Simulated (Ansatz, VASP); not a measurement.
# Two plane-wave programs on CoSi

```
Co Si
1.0
     4.43080    0.00000    0.00000
     0.00000    4.43080    0.00000
     0.00000    0.00000    4.43080
Co Si
4 4
Direct
  0.14499 0.14499 0.14499
  0.64499 0.35501 0.85501
  0.85501 0.64499 0.35501
  0.35501 0.85501 0.64499
  0.84319 0.84319 0.84319
  0.34319 0.65681 0.15681
  0.15681 0.34319 0.65681
  0.65681 0.15681 0.34319
```

Alike in both runs: functional PBE; k mesh 8 × 8 × 8; occupations fermi-dirac, width 0.05 eV; no spin polarisation.

Ansatz relaxed the structure, and its values are those at the end. VASP's run is a single point on that final structure, the one shown.

|  | VASP | Ansatz |
| --- | --- | --- |
| version | VASP 6.6.1 | Ansatz 0.2.0 |
| potentials or method | VASP PAW PBE potentials, release 64 (Co, Si) | scalar-relativistic, plane waves, PAW |
| plane-wave cutoff (eV) | 520 | 420 |
| valence electrons in the cell | 52 | 84 |

```tsv
	VASP	Ansatz	Ansatz less VASP
pressure (GPa)	-0.1	0.0	+0.08
```

The functional is the same, so the differences come from potentials, cutoffs and numerics. VASP's potentials hold 52 valence electrons a cell and Ansatz's 84, so a difference there can come from the potentials and not from the codes.
